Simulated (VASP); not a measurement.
Input of a VASP 6.6.1 run:

File INCAR:

```
PREC = Accurate ; ENCUT = 520
EDIFF = 1E-6 ; ISMEAR = 0
SIGMA = 0.05 ; LREAL = F
LASPH = T ; NELM = 80
ALGO = Normal ; ISIF = 2
LWAVE = F ; LCHARG = F
GGA = PE ; NBANDS = 26
```

File KPOINTS:

```
regular mesh
0
Gamma
  6 6 10
```

Contents of POSCAR:

```
BN
1.0
    4.3232000000      0.0000000000      0.0000000000
    0.0000000000      4.3232000000      0.0000000000
    0.0000000000      0.0000000000      2.7021000000
B N
4 4
Direct
    0.1742811368      0.8257188632      0.5000000000
    0.3257188632      0.3257188632      0.0000000000
    0.6742811368      0.6742811368      0.0000000000
    0.8257188632      0.1742811368      0.5000000000
    0.8126115048      0.8126115048      0.5000000000
    0.3126115048      0.6873884952      0.0000000000
    0.6873884952      0.3126115048      0.0000000000
    0.1873884952      0.1873884952      0.5000000000
```

Potentials or basis: VASP PAW PBE potentials, release 64 (B, N).

Command:

```console
$ cat potpaw_PBE.64/B/POTCAR potpaw_PBE.64/N/POTCAR > POTCAR
$ mpirun -np 1 vasp_std > vasp.out
```

**Question.** Estimate the band gap on the k mesh.

**Answer.** 4.71 eV, indirect (least direct gap 4.95 eV).

**Question.** Estimate the pressure.

**Answer.** -4.2 GPa.

Forces in eV/Å, atoms in the order of the input:
```
B    0.134 -0.134  0.000
B   -0.134 -0.134  0.000
B    0.134  0.134  0.000
B   -0.134  0.134  0.000
N   -0.540 -0.540  0.000
N   -0.540  0.540  0.000
N    0.540 -0.540  0.000
N    0.540  0.540  0.000
```

A k mesh can miss the band edges.
